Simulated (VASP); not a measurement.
Y:

```
Y
1.0
     0.00000    2.48500    2.48500
     2.48500    0.00000    2.48500
     2.48500    2.48500    0.00000
Y
1
Cartesian
  0.0000 0.0000 0.0000
```

```yaml
Program: VASP 6.6.1
Task: relaxation of cell and atoms
Functional: r2SCAN
Potentials_or_basis: VASP PAW PBE potentials, release 64 (Y_sv)
Cutoff: 600 eV
k_mesh: 14 × 14 × 14
Occupations: gaussian, width 0.1 eV
Spin: no spin polarisation
```

At the start: pressure 3.4 GPa; volume 30.69 Å³/atom.

How do energy, volume and symmetry change on relaxing?

Over 3 steps the energy falls by 25.9 meV/atom and the volume is 33.25 Å³/atom (+8.3 %); space group Fm-3m (No. 225, to 0.05 Å).

The path:
| step | energy change (eV) | largest force (eV/Å) | pressure (GPa) | volume (Å³) |
| --- | --- | --- | --- | --- |
| 1 | 0.0000 | 0.0000 | 3.42 | 30.69 |
| 2 | -0.0252 | 0.0000 | -0.48 | 33.69 |
| 3 | -0.0259 | 0.0000 | 0.01 | 33.25 |

Final structure:
```cif
data_structure
_symmetry_space_group_name_H-M 'P 1'
_symmetry_Int_Tables_number 1
_cell_length_a 3.6093
_cell_length_b 3.6093
_cell_length_c 3.6093
_cell_angle_alpha 60.000
_cell_angle_beta 60.000
_cell_angle_gamma 60.000
_cell_volume 33.25
loop_
_atom_site_label
_atom_site_type_symbol
_atom_site_fract_x
_atom_site_fract_y
_atom_site_fract_z
_atom_site_occupancy
Y1 Y 0.00000 0.00000 0.00000 1
```

Caveat: the PAW data sets were made with another functional, which shifts forces and pressure a little.
